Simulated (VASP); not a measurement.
Wanted: the native input for a VASP 6.6.1 run.

```yaml
Task: single point
Functional: PBE
Potentials_or_basis: VASP PAW PBE potentials, release 64 (Ta_pv, N)
Cutoff: 520 eV
k_mesh: 26 × 26 × 26
Occupations: gaussian, width 0.15 eV
Spin: no spin polarisation
Dipole_correction: no
Further_INCAR_settings: ALGO = Normal; EDIFF = 1e-06; NBANDS = 15
```

The structure of TaN lies in POSCAR:

```
TaN
1.0
   -0.6983002894      1.9203257959      1.9203257959
    1.9203257959     -0.6983002894      1.9203257959
    1.9203257959      1.9203257959     -0.6983002894
Ta N
1 1
Direct
    0.5000000000      0.5000000000      0.5000000000
    0.0000000000      0.0000000000      0.0000000000
```

This cell differs from its parent crystal: ratio of the length along [111] to the lengths across it x 0.6, volume and fractional coordinates fixed.

The input as run:

INCAR

```
PREC     = Accurate       # precision mode
ENCUT    = 520            # plane-wave cutoff, eV
EDIFF    = 1E-6           # SCF threshold, eV
ISMEAR   = 0              # smearing method
SIGMA    = 0.15           # smearing width, eV
LREAL    = F              # projectors in reciprocal space
LASPH    = T              # aspherical terms in the spheres
NELM     = 80             # most SCF steps
ALGO     = Normal         # electronic algorithm
ISIF     = 2              # what is computed and relaxed
LWAVE    = F              # write WAVECAR
LCHARG   = F              # write CHGCAR
GGA      = PE             # functional
NBANDS   = 15             # bands
```

KPOINTS

```
Automatic mesh
0
Gamma
  26 26 26
```

Potentials or basis: VASP PAW PBE potentials, release 64 (Ta_pv, N).

Run with:

```bash
$ cat potpaw_PBE.64/Ta_pv/POTCAR potpaw_PBE.64/N/POTCAR > POTCAR
$ mpirun -np 1 vasp_std > vasp.out
```

Results of the run:

```
Pressure               : -4.5 GPa
Band gap on the k mesh : zero (bands 8 and 9 overlap by 7.15 eV)
```

Caveat: the cell stands under tension; spin-orbit coupling is left out, which moves the levels of the heavy elements.

Run time: 4.4 min on 1 thread of Intel(R) Xeon(R) Platinum 8259CL CPU @ 2.50GHz (Skylake/Cascade Lake), with other jobs on the host, peak memory 0.6 GiB.
